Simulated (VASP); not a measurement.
# CsH (F-43m) in VASP: single point with PBEsol

Aim: the single point of CsH with PBEsol.

Program: VASP 6.6.1. These are calculated values, not measurements. Logs are shortened: lines on timing, memory, paths and dates and some standing lists are left out, and cuts for length are marked.

### Step 1. The cell of the first run

The structure is cubic, space group F-43m (No. 216). Conventional cell: a = 6.513 Å, b = 6.513 Å, c = 6.513 Å, α = 90.00°, β = 90.00°, γ = 90.00°. Within 3.7 Å of Cs (site symmetry -43m) lie 4 H at 2.82 Å. Within 3.7 Å of H (site symmetry -43m) lie 4 Cs at 2.82 Å.

### Step 2. Single point, PBEsol, non-collinear spin, zero start, spin-orbit coupling

INCAR reads:

```
SYSTEM = CsH
  PREC = Accurate
  ENCUT = 520
  EDIFF = 1E-6
  ISMEAR = 0
  SIGMA = 0.05
  LREAL = .FALSE.
  LASPH = .TRUE.
  NELM = 150
  ALGO = Normal
  ISIF = 2
  LWAVE = .FALSE.
  LCHARG = .FALSE.
  LNONCOLLINEAR = .TRUE.
  MAGMOM = 0 0 0 0 0 0
  LORBIT = 11
  LSORBIT = .TRUE.
  GGA_COMPAT = .FALSE.
  LORBMOM = .TRUE.
  GGA = PS
  NBANDS = 22
```

KPOINTS reads:

```
Automatic mesh
0
G
  4 4 4
  0 0 0
```

POSCAR reads:

```
CsH
1.0
    0.0000000000      3.2566110014      3.2566110014
    3.2566110014      0.0000000000      3.2566110014
    3.2566110014      3.2566110014      0.0000000000
Cs H
1 1
Direct
    0.0000000000      0.0000000000      0.0000000000
    0.2500000000      0.2500000000      0.2500000000
```

Potentials or basis: VASP PAW PBE potentials, release 64 (Cs_sv, H).

Command:

```
> cat potpaw_PBE.64/Cs_sv/POTCAR potpaw_PBE.64/H/POTCAR > POTCAR
> mpirun -np 1 vasp_ncl > vasp.out
```

OUTCAR:

```text
SYSTEM = CsH
   PREC = Accurate
   ENCUT = 520
   EDIFF = 1E-6
   ISMEAR = 0
   LREAL = .FALSE.
   LASPH = .TRUE.
   NELM = 150
   ISIF = 2
   LNONCOLLINEAR = .TRUE.
   LORBIT = 11
   LSORBIT = .TRUE.
   GGA = PS

 ion  position               nearest neighbor table
   1  0.000  0.000  0.000-
   2  0.250  0.250  0.250-

  LATTYP: Found a face centered cubic cell.
 ALAT       =     6.5132220028

  Lattice vectors:

 A1 = (   0.0000000000,   3.2566110014,   3.2566110014)
 A2 = (   3.2566110014,   0.0000000000,   3.2566110014)
 A3 = (   3.2566110014,   3.2566110014,   0.0000000000)

Analysis of symmetry for initial positions (statically):
=====================================================================
 Subroutine PRICEL returns:
 Original cell was already a primitive cell.

 Routine SETGRP: Setting up the symmetry group for a
 face centered cubic supercell.

 Subroutine GETGRP returns: Found 24 space group operations
 (whereof 24 operations were pure point group operations)
 out of a pool of 48 trial point group operations.

The static configuration has the point symmetry T_d .

Analysis of symmetry for dynamics (positions and initial velocities):
=====================================================================
 Subroutine PRICEL returns:
 Original cell was already a primitive cell.

 Routine SETGRP: Setting up the symmetry group for a
 face centered cubic supercell.

 Subroutine GETGRP returns: Found 24 space group operations
 (whereof 24 operations were pure point group operations)
 out of a pool of 48 trial point group operations.

The dynamic configuration has the point symmetry T_d .

Analysis of structural, dynamic, and magnetic symmetry:
=====================================================================
 Subroutine PRICEL returns:
 Original cell was already a primitive cell.

 Routine SETGRP: Setting up the symmetry group for a
 face centered cubic supercell.

 Subroutine GETGRP returns: Found 24 space group operations
 (whereof 24 operations were pure point group operations)
 out of a pool of 48 trial point group operations.

The overall configuration has the point symmetry T_d .

 Subroutine INISYM returns: Found 24 space group operations
 (whereof 24 operations are pure point group operations),
 and found     1 'primitive' translations

----------------------------------------------------------------------------------------
[... 411 lines left out ...]
      1.62831      1.62831      1.62831         0.000000      0.000000      0.000000
 -----------------------------------------------------------------------------------
    total drift:                                0.000000      0.000000      0.000000

  FREE ENERGIE OF THE ION-ELECTRON SYSTEM (eV)
  ---------------------------------------------------
  free  energy   TOTEN  =        -4.5576533556 eV

  energy  without entropy=       -4.5576533556  energy(sigma->0) =       -4.55765336

 orbital moment (x)

 # of ion     p       d       tot
 ----------------------------------------
  1        -0.000  -0.000  -0.000
  2         0.000   0.000   0.000
 ----------------------------------------
           -0.000  -0.000  -0.000

 orbital moment (y)

 # of ion     p       d       tot
 ----------------------------------------
  1        -0.000  -0.000  -0.000
  2         0.000   0.000   0.000
 ----------------------------------------
           -0.000  -0.000  -0.000

 orbital moment (z)

 # of ion     p       d       tot
 ----------------------------------------
  1         0.000  -0.000  -0.000
  2        -0.000   0.000  -0.000
 ----------------------------------------
           -0.000  -0.000  -0.000

 Spin-Orbit-Coupling matrix elements

 Ion:    1  E_soc:     -0.3303696
 l=   1
     0.0000000    -0.0550271    -0.0550271
    -0.0550271     0.0000000    -0.0550271
    -0.0550271    -0.0550271     0.0000000
 l=   2
     0.0000000    -0.0000186     0.0000000    -0.0000186    -0.0000158
    -0.0000186     0.0000000    -0.0000119    -0.0000186    -0.0000040
     0.0000000    -0.0000119     0.0000000    -0.0000119     0.0000000
    -0.0000186    -0.0000186    -0.0000119     0.0000000    -0.0000040
    -0.0000158    -0.0000040     0.0000000    -0.0000040     0.0000000
 l=   3
     0.0000000     0.0000000     0.0000000     0.0000000     0.0000000     0.0000000     0.0000000
     0.0000000     0.0000000     0.0000000     0.0000000     0.0000000     0.0000000     0.0000000
     0.0000000     0.0000000     0.0000000     0.0000000     0.0000000     0.0000000     0.0000000
     0.0000000     0.0000000     0.0000000     0.0000000     0.0000000     0.0000000     0.0000000
     0.0000000     0.0000000     0.0000000     0.0000000     0.0000000     0.0000000     0.0000000
     0.0000000     0.0000000     0.0000000     0.0000000     0.0000000     0.0000000     0.0000000
     0.0000000     0.0000000     0.0000000     0.0000000     0.0000000     0.0000000     0.0000000

 Ion:    2  E_soc:     -0.0000000
 l=   1
     0.0000000    -0.0000000    -0.0000000
    -0.0000000     0.0000000    -0.0000000
    -0.0000000    -0.0000000     0.0000000
 l=   2
     0.0000000     0.0000000     0.0000000     0.0000000     0.0000000
     0.0000000     0.0000000     0.0000000     0.0000000     0.0000000
     0.0000000     0.0000000     0.0000000     0.0000000     0.0000000
     0.0000000     0.0000000     0.0000000     0.0000000     0.0000000
     0.0000000     0.0000000     0.0000000     0.0000000     0.0000000
 l=   3
     0.0000000     0.0000000     0.0000000     0.0000000     0.0000000     0.0000000     0.0000000
     0.0000000     0.0000000     0.0000000     0.0000000     0.0000000     0.0000000     0.0000000
     0.0000000     0.0000000     0.0000000     0.0000000     0.0000000     0.0000000     0.0000000
     0.0000000     0.0000000     0.0000000     0.0000000     0.0000000     0.0000000     0.0000000
     0.0000000     0.0000000     0.0000000     0.0000000     0.0000000     0.0000000     0.0000000
     0.0000000     0.0000000     0.0000000     0.0000000     0.0000000     0.0000000     0.0000000
     0.0000000     0.0000000     0.0000000     0.0000000     0.0000000     0.0000000     0.0000000

 total charge

# of ion       s       p       d       tot
------------------------------------------
    1        1.856   4.668   0.057   6.580
    2        0.497   0.001   0.000   0.498
--------------------------------------------------
tot          2.353   4.669   0.057   7.078

 magnetization (x)

# of ion       s       p       d       tot
------------------------------------------
    1       -0.000   0.000  -0.000   0.000
    2       -0.000  -0.000   0.000  -0.000
--------------------------------------------------
tot         -0.000   0.000  -0.000   0.000

 magnetization (y)

# of ion       s       p       d       tot
------------------------------------------
    1        0.000   0.000  -0.000   0.000
    2        0.000   0.000   0.000   0.000
--------------------------------------------------
tot          0.000   0.000  -0.000   0.000

 magnetization (z)

# of ion       s       p       d       tot
------------------------------------------
    1        0.000  -0.000  -0.000  -0.000
    2        0.000   0.000   0.000   0.000
--------------------------------------------------
tot          0.000  -0.000  -0.000  -0.000
```

Wall time 86 s (1 thread of Intel Xeon 8259CL, shared host); peak memory 0.38 GiB.

Results:

| Item | Value |
| --- | --- |
| Free energy | -4.5577 eV |
| Pressure | 1.4 GPa |
| Net moment | 0.00 μB per cell |
| Valence electrons inside the program's atomic spheres | Cs 6.58; H 0.50 |

Moments on the atoms (μB; x, y, z):
```
Cs  0.00 0.00 0.00
H   0.00 0.00 0.00
```

Caveat: the k points lie up to 0.42 Å⁻¹ apart; the PAW data sets were made with another functional, which shifts forces and pressure a little.
